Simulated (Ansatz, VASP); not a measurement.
# Se in VASP and in Ansatz

Contents of INCAR:

```
ALGO = Normal ; EDIFF = 1E-8
ENCUT = 520 ; GGA = PS
ISIF = 2 ; ISMEAR = -1
LASPH = True ; LCHARG = False
LEFG = True ; LREAL = False
LWAVE = False ; NBANDS = 9
NELM = 100 ; PREC = Accurate
SIGMA = 0.03
```

KPOINTS

```
k-points
0
Gamma
  12 12 12
```

The input POSCAR:

```
Se
1.0
    2.7629171542      0.0000000000      0.0000000000
    0.0000000000      2.7629171542      0.0000000000
    0.0000000000      0.0000000000      2.7629171542
Se
1
Direct
    0.0000000000      0.0000000000      0.0000000000
```

Input for Ansatz:

```yaml
crystal:
  lattice:
    - [2.7629171542, 0.0, 0.0]
    - [0.0, 2.7629171542, 0.0]
    - [0.0, 0.0, 2.7629171542]
  atoms:
    - { symbol: Se, position: [0.0, 0.0, 0.0] }
kpoints:
  mp_grid: { grid: [12, 12, 12] }
scf:
  occupations: { method: fermi_dirac, width: 0.03 }
hamiltonian:
  xc: pbesol
  pseudopotentials: { kind: paw }
output:
  forces: true
  stress: true
  eigenvalues: true
  efg: { contact_densities: true }
```

Change from the starting cell: volume scaled by 0.95, PAW files.

Alike in both runs: task electric field gradients; functional PBEsol; k mesh 12 × 12 × 12; occupations fermi-dirac, width 0.03 eV; no spin polarisation.

|  | VASP | Ansatz |
| --- | --- | --- |
| version | VASP 6.6.1 | Ansatz 0.2.0 |
| potentials or method | VASP PAW PBE potentials, release 64 (Se) | PAW with Ansatz's default frozen-core files, scalar-relativistic |
| plane-wave cutoff (eV) | 520 | 420 |
| valence electrons in the cell | 6 | 16 |

```tsv
	VASP	Ansatz	Ansatz less VASP
pressure (GPa)	2.5	2.3	-0.13
```

VASP's potentials were made for PBE, not for PBEsol. VASP's potentials hold 6 valence electrons a cell and Ansatz's 16, so a difference there can come from the potentials and not from the codes.
